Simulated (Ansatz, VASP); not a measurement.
# SrCaTe2 in VASP and in Ansatz

```xyz
4
Lattice="2.3130 1.3354 7.5590 -2.3130 1.3354 7.5590 0.0000 -2.6708 7.5590" Properties=species:S:1:pos:R:3 pbc="T T T"
Ca    2.3130    1.3354    7.5590
Sr    0.0000    0.0000   11.3385
Te    0.0000    0.0000    5.7657
Te    0.0000    0.0000   16.9112
```

Alike in both runs: task single point; functional PBE; k mesh 6 × 6 × 6; no spin polarisation.

|  | VASP | Ansatz |
| --- | --- | --- |
| version | VASP 6.6.1 | Ansatz 0.2.0 |
| potentials or method | VASP PAW PBE potentials, release 64 (Ca_sv, Sr_sv, Te) | plane waves, PAW |
| plane-wave cutoff (eV) | 520 | 420 |
| occupations | gaussian, width 0.01 eV | fixed |
| valence electrons in the cell | 32 | 52 |

```csv
,VASP,Ansatz,Ansatz less VASP
gap on the k mesh at the Fermi level (eV),1.62,1.64,+0.019
pressure (GPa),0.3,0.2,-0.10
rms of the force components (eV/Å),0.003,0.003,-0.0008
```

Atom by atom the forces differ by 0.001 eV/Å (rms over components). VASP's potentials hold 32 valence electrons a cell and Ansatz's 52, so a difference there can come from the potentials and not from the codes.

Spin-orbit coupling is off throughout.
